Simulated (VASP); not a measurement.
# H (Cmce) in VASP: single point with PBE

Aim: the single point of H with PBE.

Everything below comes from runs of VASP 6.6.1. Logs are shortened: lines on timing, memory, paths and dates and some standing lists are left out, and cuts for length are marked.

### Step 1. The cell of the first run

The structure is orthorhombic, space group Cmce (No. 64). Conventional cell: a = 4.975 Å, b = 5.155 Å, c = 3.893 Å, α = 90.00°, β = 90.00°, γ = 90.00°. Within 1.0 Å of H (site symmetry m) lie 1 H at 0.71 Å.

### Step 2. Single point, PBE (strained)

Contents of INCAR:

```
SYSTEM = H
PREC = Accurate
ENCUT = 500
EDIFF = 1E-6
ISMEAR = 0
SIGMA = 0.02
LREAL = .FALSE.
LASPH = .TRUE.
NELM = 120
ALGO = Normal
ISIF = 2
LWAVE = .FALSE.
LCHARG = .FALSE.
GGA = PE
NBANDS = 10
GGA_COMPAT = .FALSE.
```

Contents of KPOINTS:

```
regular mesh
0
G
  6 6 6
  0 0 0
```

Contents of POSCAR:

```
H
1.0
    2.4874014007     -2.5773007813      0.0000000000
    2.4874014007      2.5773007813      0.0000000000
    0.0000000000      0.0000000000      3.8932260836
H
4
Direct
    0.9982608669      0.0017391331      0.0916814894
    0.4982608669      0.5017391331      0.4083185106
    0.5017391331      0.4982608669      0.5916814894
    0.0017391331      0.9982608669      0.9083185106
```

Potentials or basis: VASP PAW PBE potentials, release 64 (H).

Command:

```bash
cat potpaw_PBE.64/H/POTCAR > POTCAR
mpirun -np 1 vasp_std > vasp.out
```

OUTCAR:

```text
SYSTEM = H
   PREC = Accurate
   ENCUT = 500
   EDIFF = 1E-6
   ISMEAR = 0
   LREAL = .FALSE.
   LASPH = .TRUE.
   NELM = 120
   ISIF = 2
   GGA = PE

 ion  position               nearest neighbor table
   1  0.998  0.002  0.092-   4 0.71
   2  0.498  0.502  0.408-   3 0.71
   3  0.502  0.498  0.592-   2 0.71
   4  0.002  0.998  0.908-   1 0.71

  LATTYP: Found a base centered orthorhombic cell.
 ALAT       =     4.9748028014
 B/A-ratio  =     1.0361418871
 C/A-ratio  =     0.7825890269

  Lattice vectors:

 A1 = (   2.4874014007,  -2.5773007813,   0.0000000000)
 A2 = (   2.4874014007,   2.5773007813,   0.0000000000)
 A3 = (   0.0000000000,   0.0000000000,   3.8932260836)

Analysis of symmetry for initial positions (statically):
=====================================================================
 Subroutine PRICEL returns:
 Original cell was already a primitive cell.

 Routine SETGRP: Setting up the symmetry group for a
 base centered orthorhombic supercell.

 Subroutine GETGRP returns: Found  8 space group operations
 (whereof  4 operations were pure point group operations)
 out of a pool of  8 trial point group operations.

The static configuration has the point symmetry C_2h.
 The point group associated with its full space group is D_2h.

Analysis of symmetry for dynamics (positions and initial velocities):
=====================================================================
 Subroutine PRICEL returns:
 Original cell was already a primitive cell.

 Routine SETGRP: Setting up the symmetry group for a
 base centered orthorhombic supercell.

 Subroutine GETGRP returns: Found  8 space group operations
 (whereof  4 operations were pure point group operations)
 out of a pool of  8 trial point group operations.

The dynamic configuration has the point symmetry C_2h.
 The point group associated with its full space group is D_2h.

 Subroutine INISYM returns: Found  8 space group operations
 (whereof  4 operations are pure point group operations),
 and found     1 'primitive' translations

----------------------------------------------------------------------------------------

                                     Primitive cell

  volume of cell :      49.9172

  direct lattice vectors                    reciprocal lattice vectors
     2.487401401 -2.577300781  0.000000000     0.201012993 -0.194001416  0.000000000
     2.487401401  2.577300781  0.000000000     0.201012993  0.194001416  0.000000000
     0.000000000  0.000000000  3.893226084     0.000000000  0.000000000  0.256856391

  length of vectors
     3.581849389  3.581849389  3.893226084     0.279361366  0.279361366  0.256856391

  position of ions in fractional coordinates (direct lattice)
     0.998260867  0.001739133  0.091681489
     0.498260867  0.501739133  0.408318511
     0.501739133  0.498260867  0.591681489
     0.001739133  0.998260867  0.908318511

  ion indices of the primitive-cell ions
   primitive index   ion index
                 1           1
                 2           2
                 3           3
                 4           4

----------------------------------------------------------------------------------------

 KPOINTS: regular mesh

Automatic generation of k-mesh.
 Grid dimensions read from file:
 generate k-points for:    6    6    6

 Generating k-lattice:

  Cartesian coordinates                     Fractional coordinates (reciprocal lattice)
     0.033502165 -0.032333569  0.000000000     0.166666667  0.000000000  0.000000000
     0.033502165  0.032333569  0.000000000     0.000000000  0.166666667  0.000000000
     0.000000000  0.000000000  0.042809398     0.000000000  0.000000000  0.166666667

  Length of vectors
     0.046560228  0.046560228  0.042809398

  Shift w.r.t. Gamma in fractional coordinates (k-lattice)
     0.000000000  0.000000000  0.000000000

 Subroutine IBZKPT returns following result:
 ===========================================

 Found     52 irreducible k-points:

 Following reciprocal coordinates:
            Coordinates               Weight
  0.000000  0.000000  0.000000      1.000000
  0.166667 -0.000000  0.000000      4.000000
  0.333333 -0.000000  0.000000      4.000000
  0.500000 -0.000000  0.000000      2.000000
  0.166667  0.166667  0.000000      2.000000
  0.333333  0.166667  0.000000      4.000000
[... 16 lines left out ...]
  0.333333  0.333333  0.166667      4.000000
  0.500000  0.333333  0.166667      8.000000
 [... further k-points ...]
   k-points           NKPTS =     52   k-points in BZ     NKDIM =     52   number of bands    NBANDS=     10
   number of dos      NEDOS =    301   number of ions     NIONS =      4
   total plane-waves  NPLWV =  21952
   dimension x,y,z NGX =    28 NGY =   28 NGZ =   28
   dimension x,y,z NGXF=    56 NGYF=   56 NGZF=   56
   ions per type =               4
   NGX,Y,Z   is equivalent  to a cutoff of  13.00, 13.00, 11.96 a.u.
   NGXF,Y,Z  is equivalent  to a cutoff of  25.99, 25.99, 23.91 a.u.
 SYSTEM =  H
   PREC   = accura    normal or accurate (medium, high low for compatibility)
   ISTART =      0    job   : 0-new  1-cont  2-samecut
   ICHARG =      2    charge: 1-file 2-atom 10-const
   ISPIN  =      1    spin polarized calculation?
   LNONCOLLINEAR =      F non collinear calculations
   LSORBIT =      F    spin-orbit coupling
   LASPH  =      T    aspherical Exc in radial PAW
   ENCUT  =  500.0 eV  36.75 Ry    6.06 a.u.   6.53  6.53  7.10*2*pi/ulx,y,z
   NELM   =    120;   NELMIN=  2; NELMDL= -5     # of ELM steps
   EDIFF  = 0.1E-05   stopping-criterion for ELM
   LREAL  =      F    real-space projection
   EDIFFG = 0.1E-04   stopping-criterion for IOM
   NSW    =      0    number of steps for IOM
   IBRION =     -1    ionic relax: 0-MD 1-quasi-New 2-CG
   NFREE  =      0    steps in history (QN), initial steepest desc. (CG)
   ISIF   =      2    stress and relaxation
   ISYM   =      2    0-nonsym 1-usesym 2-fastsym
   POTIM  = 0.5000    time-step for ionic-motion
   TEBEG  =    0.0;   TEEND  =   0.0 temperature during run
   PSTRESS=    0.0 pullay stress
   NELECT =       4.0000    total number of electrons
   NUPDOWN=      -1.0000    fix difference up-down
   EMIN   =  10.00;   EMAX   =-10.00  energy-range for DOS
   EFERMI =   0.00;   METHOD = LEGACY
   ISMEAR =     0;   SIGMA  =   0.02  broadening in eV -4-tet -1-fermi 0-gaus
   EFERMI_NEDOS =   21; number of points for ismear=-14 and -15
   IALGO  =     38    algorithm
   IMIX   =      4    mixing-type and parameters
     AMIX     =   0.40;   BMIX     =  1.00
     AMIX_MAG =   1.60;   BMIX_MAG =  1.00
  volume/ion in A,a.u.               =      12.48        84.21
  Fermi-wavevector in a.u.,A,eV,Ry     =   0.705794  1.333757  6.777676  0.498145
  Thomas-Fermi vector in A             =   1.791401
   LORBIT       =      0    0 simple, 1 ext, 2 COOP (PROOUT), +10 PAW based schemes
   GGA     = PE    functional components
   LHFCALC =     F    Hartree Fock is set to
   AEXX    =    0.0000 exact exchange contribution
   IVDW    =     0    specifies the selected vdW correction
   LEPSILON=     F    determine dielectric tensor
   LRPA    =     F    only Hartree local field effects (RPA)
 non-spin polarized calculation
 Gauss-broadening in eV      SIGMA  =   0.02
  energy-cutoff  :      500.00
  volume of cell :       49.92
 maximum number of plane-waves:      1286
 NGX is ok and might be reduce to    28
   NGX = 13   NGY = 13   NGZ = 15

 number of electron       4.0000003 magnetization

 Free energy of the ion-electron system (eV)
  ---------------------------------------------------
  ext. energy  EPLUGINS =         0.00000000
  ---------------------------------------------------
  free energy    TOTEN  =       -13.51904856 eV

  energy without entropy =      -13.51904856  energy(sigma->0) =      -13.51904856

 E-fermi :  -8.3358     XC(G=0):  -5.1611

 val. band max:       -8.4560350121   @ k =   0.0000   0.0000   0.0000
 cond. band min:       0.7932441303   @ k =   0.5000  -0.0000   0.5000
 fundamental gap:      9.2492791424
 Fermi energy:        -8.3357871965

 k-point     1 :       0.0000    0.0000    0.0000
  band No.  band energies     occupation
      1     -10.5738      2.00000
      2      -8.4560      2.00000
      3       3.0287      0.00000
      4       4.7835      0.00000
      5       6.7933      0.00000
      6       6.9600      0.00000
      7       7.5246      0.00000
      8       8.8929      0.00000
      9       9.1625      0.00000
     10      14.5783      0.00000

 k-point     2 :       0.1667   -0.0000    0.0000
  band No.  band energies     occupation
      1     -10.4133      2.00000
      2      -8.5559      2.00000
      3       3.3056      0.00000
      4       4.4192      0.00000
      5       5.0153      0.00000
      6       7.1816      0.00000
      7       8.2232      0.00000
      8       8.3415      0.00000
      9      11.6381      0.00000
     10      13.7649      0.00000

 k-point     3 :       0.3333   -0.0000    0.0000
  band No.  band energies     occupation
      1      -9.9761      2.00000
      2      -8.8762      2.00000
      3       3.6058      0.00000
      4       3.6812      0.00000
      5       4.1218      0.00000
      6       6.9550      0.00000
      7       8.0990      0.00000
      8       9.2546      0.00000
      9      11.6171      0.00000
     10      13.1426      0.00000

 k-point     4 :       0.5000   -0.0000    0.0000
  band No.  band energies     occupation
      1      -9.3982      2.00000
      2      -9.3982      2.00000
      3       3.2390      0.00000
      4       3.2390      0.00000
      5       5.4008      0.00000
      6       5.4008      0.00000
      7       9.5977      0.00000
      8       9.5977      0.00000
      9      10.9062      0.00000
     10      10.9062      0.00000
[... 222 lines left out ...]
 k-point    22 :      -0.1667    0.1667    0.1667
  band No.  band energies     occupation
      1     -10.1485      2.00000
      2      -8.6849      2.00000
      3       2.5761      0.00000
      4       3.3829      0.00000
      5       4.9335      0.00000
      6       7.4295      0.00000
      7       8.6710      0.00000
      8      10.9221      0.00000
      9      11.3619      0.00000
     10      12.8072      0.00000

 k-point    23 :       0.3333    0.3333    0.1667
  band No.  band energies     occupation
      1      -9.4224      2.00000
      2      -9.0108      2.00000
      3       2.6036      0.00000
      4       2.8805      0.00000
      5       3.5829      0.00000
      6       6.1742      0.00000
      7       8.7477      0.00000
      8       9.3734      0.00000
      9      10.8271      0.00000
     10      11.7225      0.00000

 k-point    24 :       0.5000    0.3333    0.1667
  band No.  band energies     occupation
      1      -9.2148      2.00000
      2      -9.0985      2.00000
      3       2.3860      0.00000
      4       2.5735      0.00000
      5       4.7387      0.00000
      6       4.8006      0.00000
      7       9.3726      0.00000
      8       9.6680      0.00000
      9      10.0081      0.00000
     10      10.2235      0.00000

 [... further k-points ...]
[... 5 lines left out ...]
  --------------------------------------------------------------------------------------
  -------------------------------------------------------------------------------------
  Total        0.0133973     -0.0071858      1.9747934      0.0000000     -0.0000000      0.0000000
  in kB        0.4300088     -0.2306411     63.3842936      0.0000000     -0.0000000      0.0000000
  external PRESSURE =      21.1945538 kB  Pullay stress =       0.0000000 kB

 VOLUME and BASIS-vectors are now :
 -----------------------------------------------------------------------------
  energy-cutoff  :      500.00
  volume of cell :       49.92
      direct lattice vectors                 reciprocal lattice vectors
     2.487401401 -2.577300781  0.000000000     0.201012993 -0.194001416  0.000000000
     2.487401401  2.577300781  0.000000000     0.201012993  0.194001416  0.000000000
     0.000000000  0.000000000  3.893226084     0.000000000  0.000000000  0.256856391

 POSITION                                       TOTAL-FORCE (eV/Angst)
 -----------------------------------------------------------------------------------
      2.48740     -2.56834      0.35694         0.000000      0.035207      1.385593
      2.48740      0.00896      1.58968         0.000000      0.035207     -1.385593
      2.48740     -0.00896      2.30355         0.000000     -0.035207      1.385593
      2.48740      2.56834      3.53629         0.000000     -0.035207     -1.385593
 -----------------------------------------------------------------------------------
    total drift:                               -0.000000     -0.000000      0.000000

  FREE ENERGIE OF THE ION-ELECTRON SYSTEM (eV)
  ---------------------------------------------------
  free  energy   TOTEN  =       -13.5190485643 eV

  energy  without entropy=      -13.5190485643  energy(sigma->0) =      -13.51904856
```

Wall time 7.4 s (1 thread of Intel Xeon 6975P-C (Granite Rapids), shared host); peak memory 0.15 GiB.

Results:

```
Free energy            : -13.5190 eV
Pressure               : 2.1 GPa
Largest force          : 1.386 eV/Å
Band gap on the k mesh : 9.25 eV
```

Forces on the atoms (eV/Å):
```
H    0.000  0.035  1.386
H    0.000  0.035 -1.386
H    0.000 -0.035  1.386
H    0.000 -0.035 -1.386
```

Stress tensor (GPa, compression positive):
```
 0.04  0.00  0.00
 0.00 -0.02  0.00
 0.00  0.00  6.34
```

Caveat: the cell differs from its parent crystal (strained); forces of over 1 eV/Å act on the atoms, so gaps and moduli don't describe the material at rest.
